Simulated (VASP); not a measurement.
A run of VASP 6.6.1 is set up as follows.

The input INCAR:

```
PREC = Accurate
ENCUT = 520
EDIFF = 1E-6
ISMEAR = 0
SIGMA = 0.02
LREAL = False
LASPH = True
NELM = 60
ALGO = Normal
ISIF = 2
LWAVE = False
LCHARG = False
GGA = PS
NBANDS = 26
```

Contents of KPOINTS:

```
Automatic mesh
0
Gamma
  12 12 6
```

The input POSCAR:

```
ZnO
1.0
    3.1981688732      0.0000000000      0.0000000000
   -1.5990844366      2.7696954898      0.0000000000
    0.0000000000      0.0000000000      5.4226386354
Zn O
2 2
Direct
    0.6666666667      0.3333333333      0.5039424258
    0.3333333333      0.6666666667      0.0039424258
    0.6666666667      0.3333333333      0.8763675742
    0.3333333333      0.6666666667      0.3763675742
```

Potentials or basis: VASP PAW PBE potentials, release 64 (Zn, O).

The run is started by

```console
$ cat potpaw_PBE.64/Zn/POTCAR potpaw_PBE.64/O/POTCAR > POTCAR
$ mpirun -np 1 vasp_std > vasp.out
```

Question: What does it give for the largest force?

Answer: 0.166 eV/Å.

Question: Estimate the band gap on the k mesh.

Answer: 0.58 eV.

Question: Predict the pressure.

Answer: -1.7 GPa.

Forces on the atoms (eV/Å):
```
Zn   0.000  0.000  0.166
Zn   0.000  0.000  0.166
O    0.000  0.000 -0.166
O    0.000  0.000 -0.166
```

Caveat: the cell differs from its parent crystal (uniaxial strain along c: +4.0 %); the PAW data sets were made with another functional, which shifts forces and pressure a little.
